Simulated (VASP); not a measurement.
Al5As:

```
Al As
1.0
     4.51417    0.00000    0.00000
    -2.25708    3.90938    0.00000
     0.00000    0.00000    6.13123
Al As
5 1
Cartesian
  0.0000 2.6063 1.5072
  0.0000 2.6063 4.6240
  2.2571 1.3031 4.6240
  2.2571 1.3031 1.5072
  0.0000 0.0000 3.0656
  0.0000 0.0000 0.0000
```

The cell was built from a structure type or drawn by symmetry, and may not be a known phase.

| Quantity | Value |
| --- | --- |
| Program | VASP 6.6.1 |
| Task | relaxation of cell and atoms |
| Functional | PBE |
| Potentials or basis | VASP PAW PBE potentials, release 64 (Al, As) |
| Cutoff | 600 eV |
| k mesh | 6 × 6 × 4 |
| Occupations | gaussian, width 0.1 eV |
| Spin | no spin polarisation |

At the start: pressure 0.8 GPa; volume 18.03 Å³/atom.

Q: How do energy, volume and symmetry change on relaxing?

A: Over 7 steps the energy falls by 10.0 meV/atom and the volume is 17.87 Å³/atom (-0.9 %); space group P6/mmm (No. 191, to 0.1 Å) before and after.

The path:
| step | energy change (eV) | largest force (eV/Å) | pressure (GPa) | volume (Å³) |
| --- | --- | --- | --- | --- |
| 1 | 0.0000 | 0.0089 | 0.79 | 108.20 |
| 2 | -0.0351 | 0.0197 | -0.61 | 109.57 |
| 3 | -0.0379 | 0.0221 | -1.84 | 110.89 |
| 4 | -0.0408 | 0.0195 | -1.34 | 110.32 |
| 5 | -0.0581 | 0.0314 | -0.58 | 108.30 |
| 6 | -0.0589 | 0.0448 | -0.35 | 107.81 |
| 7 | -0.0602 | 0.0188 | 0.04 | 107.24 |

Final structure:
```cif
data_structure
_symmetry_space_group_name_H-M 'P 1'
_symmetry_Int_Tables_number 1
_cell_length_a 4.5842
_cell_length_b 4.5842
_cell_length_c 5.8923
_cell_angle_alpha 90.000
_cell_angle_beta 90.000
_cell_angle_gamma 120.000
_cell_volume 107.24
loop_
_atom_site_label
_atom_site_type_symbol
_atom_site_fract_x
_atom_site_fract_y
_atom_site_fract_z
_atom_site_occupancy
Al1 Al 0.33333 0.66667 0.24661 1
Al2 Al 0.33333 0.66667 0.75339 1
Al3 Al 0.66667 0.33333 0.75339 1
Al4 Al 0.66667 0.33333 0.24661 1
Al5 Al 0.00000 0.00000 0.50000 1
As1 As 0.00000 0.00000 0.00000 1
```

Caveat: the highest band is partly filled, so the run has too few bands.
